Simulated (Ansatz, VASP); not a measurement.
HfO2: VASP beside Ansatz

The input INCAR:

```
  PREC = Accurate
  ENCUT = 520
  EDIFF = 1E-6
  ISMEAR = -1
  SIGMA = 0.01
  LREAL = False
  LASPH = True
  NELM = 100
  ALGO = Normal
  ISIF = 2
  LWAVE = False
  LCHARG = False
  GGA = PE
  NBANDS = 18
```

The input KPOINTS:

```
Automatic mesh
0
Gamma
  9 9 9
```

POSCAR

```
HfO2
1.0
    0.0000000000      2.5911551753      2.5911551753
    2.5911551753      0.0000000000      2.5911551753
    2.5911551753      2.5911551753      0.0000000000
Hf O
1 2
Direct
    0.0000000000      0.0000000000      0.0000000000
    0.2500000000      0.2500000000      0.2500000000
    0.7500000000      0.7500000000      0.7500000000
```

Input for Ansatz:

```yaml
crystal:
  lattice:
    - [0.0, 2.5911551753, 2.5911551753]
    - [2.5911551753, 0.0, 2.5911551753]
    - [2.5911551753, 2.5911551753, 0.0]
  atoms:
    - { symbol: Hf, position: [0.0, 0.0, 0.0] }
    - { symbol: O, position: [0.25, 0.25, 0.25] }
    - { symbol: O, position: [0.75, 0.75, 0.75] }
kpoints:
  mp_grid: { grid: [9, 9, 9] }
  band_path:
    path:
      - [0.0, 0.0, 0.0]
      - [0.5, 0.0, 0.5]
      - [0.625, 0.25, 0.625]
      - [0.375, 0.375, 0.75]
      - [0.0, 0.0, 0.0]
      - [0.5, 0.5, 0.5]
      - [0.5, 0.25, 0.75]
      - [0.5, 0.0, 0.5]
    npoints: 5
scf:
  occupations: { method: fermi_dirac, width: 0.01 }
hamiltonian:
  xc: pbe
  pseudopotentials: { kind: all_electron, lapw: { basis_error: 0.001 } }
output:
  forces: true
  stress: true
  eigenvalues: true
```

Change from the starting cell: volume scaled by 1.04.

Alike in both runs: task single point; functional PBE; k mesh 9 × 9 × 9; occupations fermi-dirac, width 0.01 eV; no spin polarisation.

```csv
,VASP,Ansatz
version,VASP 6.6.1,Ansatz 0.2.0
potentials or method,"VASP PAW PBE potentials, release 64 (Hf_pv, O), cutoff 520 eV","all-electron LAPW, scalar-relativistic"
```

```csv
,VASP,Ansatz,Ansatz less VASP
gap on the k mesh at the Fermi level (eV),3.72,3.72,-0.005
pressure (GPa),-14.1,-11.0,+3.18
```

Ansatz ran all-electron here, and VASP with PAW potentials.

Spin-orbit coupling is off throughout.
